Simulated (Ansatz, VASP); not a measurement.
**One calculation of SnSe2, two programs**

```
Sn Se
1.0
     2.90756    0.00000    0.00000
    -1.45378    2.51802    0.00000
     0.00000    0.00000   15.40422
Sn Se
1 2
Direct
  0.00000 0.00000 0.00000
  0.33333 0.66667 0.09401
  0.33333 0.66667 0.90599
```

Change from the starting cell: species swapped into the MoSe2 type (P-6m2, No. 187).

Alike in both runs: task relaxation of cell and atoms; functional PBE; k mesh 6 × 6 × 1; occupations gaussian, width 0.1 eV; no spin polarisation.

|  | VASP | Ansatz |
| --- | --- | --- |
| version | VASP 6.6.1 | Ansatz 0.2.0 |
| potentials or method | VASP PAW PBE potentials, release 64 (Sn_d, Se), cutoff 600 eV | scalar-relativistic, plane waves, PAW |
| valence electrons in the cell | 26 | 46 |

```csv
,VASP,Ansatz,Ansatz less VASP
"gap on the k mesh at the Fermi level, each at its own relaxed structure (eV)",none,none,-
relaxed volume (Å³/atom),62.44,51.26,-11.180
relaxed length of the cell vector where the two differ most in proportion (Å),15.054,12.343,-2.7110
```

A gap of «none» marks a metal or a gap that the smearing closes. One of these differences is far larger than is usual between the two programs; its cause wasn't traced. VASP's potentials hold 26 valence electrons a cell and Ansatz's 46, so a difference there can come from the potentials and not from the codes.

The k mesh is coarse, so the values compare programs but aren't converged. Noted on VASP's run: the volume moved by over 15 % at a fixed basis, so the end points are rough.
